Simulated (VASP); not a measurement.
# SiNi (P2_13) in VASP: a series of runs, part 2 of 2

VASP 6.6.1. Earlier steps stand in the parts before.

## (3) Relaxation of the atoms, PBE (10.15 Å³/atom)

This run uses another cell than the first one, of 10.15 Å³/atom.

Contents of INCAR:

```
  PREC = Accurate
  ENCUT = 520
  EDIFF = 1E-7
  ISMEAR = 0
  SIGMA = 0.1
  LREAL = False
  LASPH = True
  NELM = 120
  ALGO = Normal
  ISIF = 2
  LWAVE = False
  LCHARG = False
  GGA = PE
  IBRION = 2
  NSW = 50
  EDIFFG = -0.01
  GGA_COMPAT = False
  NELMIN = 4
```

Contents of KPOINTS:

```
Automatic mesh
0
Gamma
  8 8 8
```

Contents of POSCAR:

```
SiNi
1.0
    4.3301063695      0.0000000000      0.0000000000
    0.0000000000      4.3301063695      0.0000000000
    0.0000000000      0.0000000000      4.3301063695
Si Ni
4 4
Direct
    0.6529918589      0.1529918589      0.3470081411
    0.1529918589      0.3470081411      0.6529918589
    0.3470081411      0.6529918589      0.1529918589
    0.8470081411      0.8470081411      0.8470081411
    0.3498674396      0.8498674396      0.6501325604
    0.8498674396      0.6501325604      0.3498674396
    0.6501325604      0.3498674396      0.8498674396
    0.1501325604      0.1501325604      0.1501325604
```

Potentials or basis: VASP PAW PBE potentials, release 64 (Si, Ni).

Command:

```sh
> cat potpaw_PBE.64/Si/POTCAR potpaw_PBE.64/Ni/POTCAR > POTCAR
> mpirun -np 1 vasp_std > vasp.out
```

Wall time 4.1 min (1 thread of Oxide Virtual Turin-like, shared host); peak memory 0.21 GiB.

The run converged. Its results:

| Quantity | Value |
| --- | --- |
| Free energy | -45.8830 eV |
| Energy gained by relaxing | 0.0 meV/atom |
| Ionic steps | 3 |
| Pressure after relaxing | 31.1 GPa |
| Largest force after relaxing | 0.004 eV/Å |
| Band gap on the k mesh | zero (bands 28 and 29 overlap by 1.39 eV) |

Forces on the atoms (eV/Å):
```
Si   0.003  0.003 -0.003
Si   0.003 -0.003  0.003
Si  -0.003  0.003  0.003
Si  -0.003 -0.003 -0.003
Ni  -0.003 -0.003  0.003
Ni  -0.003  0.003 -0.003
Ni   0.003 -0.003 -0.003
Ni   0.003  0.003  0.003
```

The path:
```tsv
step	energy change (eV)	largest force (eV/Å)	pressure (GPa)
1	0.0000	0.0223	31.17
2	-0.0001	0.0119	31.15
3	-0.0001	0.0045	31.14
```

Final structure:
```
Si Ni
1.0
     4.33011    0.00000    0.00000
     0.00000    4.33011    0.00000
     0.00000    0.00000    4.33011
Si Ni
4 4
Direct
  0.65279 0.15279 0.34721
  0.15279 0.34721 0.65279
  0.34721 0.65279 0.15279
  0.84721 0.84721 0.84721
  0.34962 0.84962 0.65038
  0.84962 0.65038 0.34962
  0.65038 0.34962 0.84962
  0.15038 0.15038 0.15038
```

Levels at points of the mesh, in eV from the Fermi level:
| k point | band 24 | band 25 | band 26 | band 27 | band 28 | band 29 | band 30 | band 31 | band 32 | band 33 |
| --- | --- | --- | --- | --- | --- | --- | --- | --- | --- | --- |
| (0.00, 0.00, 0.00) | -2.72 | -1.95 | -1.95 | -1.95 | 1.22 | 1.22 | 1.22 | 1.38 | 1.38 | 2.09 |
| (0.50, 0.00, 0.00) | -2.56 | -2.39 | -2.39 | -0.81 | -0.81 | -0.17 | -0.17 | 2.92 | 2.92 | 3.15 |
| (0.50, 0.50, 0.00) | -2.90 | -1.87 | -1.87 | -1.18 | -1.18 | 0.46 | 0.46 | 0.93 | 0.93 | 4.03 |
| (0.50, 0.50, 0.50) | -3.18 | -2.14 | -2.14 | -2.14 | -2.14 | 4.72 | 4.72 | 4.72 | 4.72 | 4.82 |

Spin polarisation is off, so any magnetic state and its effect on volume and gap are missing.

## (4) Relaxation of the atoms, PBE (10.84 Å³/atom)

This run uses another cell than the first one, of 10.84 Å³/atom.

Contents of INCAR:

```
PREC = Accurate
ENCUT = 520
EDIFF = 1E-7
ISMEAR = 0
SIGMA = 0.1
LREAL = F
LASPH = T
NELM = 120
ALGO = Normal
ISIF = 2
LWAVE = F
LCHARG = F
GGA = PE
IBRION = 2
NSW = 50
EDIFFG = -0.01
GGA_COMPAT = F
NELMIN = 4
```

Contents of KPOINTS:

```
regular mesh
0
Gamma
  8 8 8
```

Contents of POSCAR:

```
SiNi
1.0
    4.4263623053      0.0000000000      0.0000000000
    0.0000000000      4.4263623053      0.0000000000
    0.0000000000      0.0000000000      4.4263623053
Si Ni
4 4
Direct
    0.6535143069      0.1535143069      0.3464856931
    0.1535143069      0.3464856931      0.6535143069
    0.3464856931      0.6535143069      0.1535143069
    0.8464856931      0.8464856931      0.8464856931
    0.3510316317      0.8510316317      0.6489683683
    0.8510316317      0.6489683683      0.3510316317
    0.6489683683      0.3510316317      0.8510316317
    0.1489683683      0.1489683683      0.1489683683
```

Potentials or basis: VASP PAW PBE potentials, release 64 (Si, Ni).

Command:

```sh
> cat potpaw_PBE.64/Si/POTCAR potpaw_PBE.64/Ni/POTCAR > POTCAR
> mpirun -np 1 vasp_std > vasp.out
```

OUTCAR:

```text
PREC = Accurate
   ENCUT = 520
   EDIFF = 1E-7
   ISMEAR = 0
   LREAL = F
   LASPH = T
   NELM = 120
   ISIF = 2
   GGA = PE
   IBRION = 2
   NSW = 50
   EDIFFG = -0.01
   NELMIN = 4

 ion  position               nearest neighbor table
   1  0.654  0.154  0.346-   5 2.32   6 2.36   7 2.36   8 2.36   7 2.40   6 2.40   8 2.40   2 2.73
                             4 2.73   3 2.73   3 2.73   2 2.73   4 2.73
   2  0.154  0.346  0.654-   6 2.32   5 2.36   7 2.36   8 2.36   5 2.40   8 2.40   7 2.40   1 2.73
                             3 2.73   3 2.73   4 2.73   1 2.73   4 2.73
   3  0.346  0.654  0.154-   7 2.32   6 2.36   5 2.36   8 2.36   6 2.40   5 2.40   8 2.40   1 2.73
                             2 2.73   2 2.73   1 2.73   4 2.73   4 2.73
   4  0.846  0.846  0.846-   8 2.32   6 2.36   7 2.36   5 2.36   7 2.40   6 2.40   5 2.40   2 2.73
                             3 2.73   1 2.73   1 2.73   2 2.73   3 2.73
   5  0.351  0.851  0.649-   1 2.32   2 2.36   3 2.36   4 2.36   3 2.40   2 2.40   4 2.40   8 2.73
[... 337 lines left out ...]
  ext. energy  EPLUGINS =         0.00000000
  ---------------------------------------------------
  free energy    TOTEN  =       -46.62670062 eV

  energy without entropy =      -46.61624793  energy(sigma->0) =      -46.62147427

 E-fermi :  12.7985     XC(G=0): -12.8272

 val. band max:       12.7599056451   @ k =  -0.1250   0.3750   0.0000
 cond. band min:      12.8461297510   @ k =   0.2500   0.2500   0.0000
 fundamental gap:      0.0862241059
 Fermi energy:        12.7985241608

 k-point     1 :       0.0000    0.0000    0.0000
  band No.  band energies     occupation
      1      -1.9336      2.00000
      2       3.6601      2.00000
      3       3.6601      2.00000
      4       3.6601      2.00000
      5       6.1756      2.00000
      6       6.1756      2.00000
[... 853 lines left out ...]
     32      14.5478      0.00000
     33      15.0301      0.00000

 [... further k-points ...]
[... 5 lines left out ...]
  --------------------------------------------------------------------------------------
  -------------------------------------------------------------------------------------
  Total        7.0043735      7.0043735      7.0043735     -0.0000000      0.0000000      0.0000000
  in kB      129.4014089    129.4014089    129.4014089     -0.0000000      0.0000000      0.0000000
  external PRESSURE =     129.4014089 kB  Pullay stress =       0.0000000 kB
[... 23 lines left out ...]
  FREE ENERGIE OF THE ION-ELECTRON SYSTEM (eV)
  ---------------------------------------------------
  free  energy   TOTEN  =       -46.6267006166 eV

  energy  without entropy=      -46.6162479277  energy(sigma->0) =      -46.62147427

 reached required accuracy - stopping structural energy minimisation
```

Run time: 6.3 min. Hardware: 1 thread of Oxide Virtual Turin-like, shared host; peak memory 0.24 GiB.

What came out:

| Property | Result |
| --- | --- |
| Free energy | -46.6267 eV |
| Energy gained by relaxing | 0.1 meV/atom |
| Ionic steps | 4 |
| Pressure after relaxing | 12.9 GPa |
| Largest force after relaxing | 0.005 eV/Å |
| Band gap on the k mesh | zero (bands 28 and 29 overlap by 1.27 eV) |

Forces in eV/Å, atoms in the order of the input:
```
Si   0.003  0.003 -0.003
Si   0.003 -0.003  0.003
Si  -0.003  0.003  0.003
Si  -0.003 -0.003 -0.003
Ni  -0.002 -0.002  0.002
Ni  -0.002  0.002 -0.002
Ni   0.002 -0.002 -0.002
Ni   0.002  0.002  0.002
```

Step by step:
```csv
step,energy change (eV),largest force (eV/Å),pressure (GPa)
1,0.0000,0.0393,12.99
2,-0.0004,0.0272,12.97
3,-0.0006,0.0119,12.93
4,-0.0007,0.0045,12.94
```

Final structure:
```
Si Ni
1.0
     4.42636    0.00000    0.00000
     0.00000    4.42636    0.00000
     0.00000    0.00000    4.42636
Si Ni
4 4
Direct
  0.65308 0.15308 0.34692
  0.15308 0.34692 0.65308
  0.34692 0.65308 0.15308
  0.84692 0.84692 0.84692
  0.35033 0.85033 0.64967
  0.85033 0.64967 0.35033
  0.64967 0.35033 0.85033
  0.14967 0.14967 0.14967
```

## (5) Summary

| cell | gap on the mesh (eV) | pressure (GPa) |
| --- | --- | --- |
| atoms relaxed from a = 4.607 Å, 8 atoms, atomic positions A | none | -9.0 |
| atoms relaxed from a = 4.330 Å, 8 atoms, atomic positions B | none | 31.1 |
| atoms relaxed from a = 4.426 Å, 8 atoms, atomic positions C | none | 12.9 |

Alike in all rows: task relaxation of the atoms; level PBE; potentials or basis VASP PAW PBE potentials, release 64 (Si, Ni); no spin polarisation; k mesh 8 × 8 × 8; cutoff (eV) 520; smearing gaussian 0.1 eV.

Total energies depend on the potentials used, so only differences within one code and one set of settings carry meaning.

The gap in the log of VASP goes by the Fermi energy; the results here count the filled bands.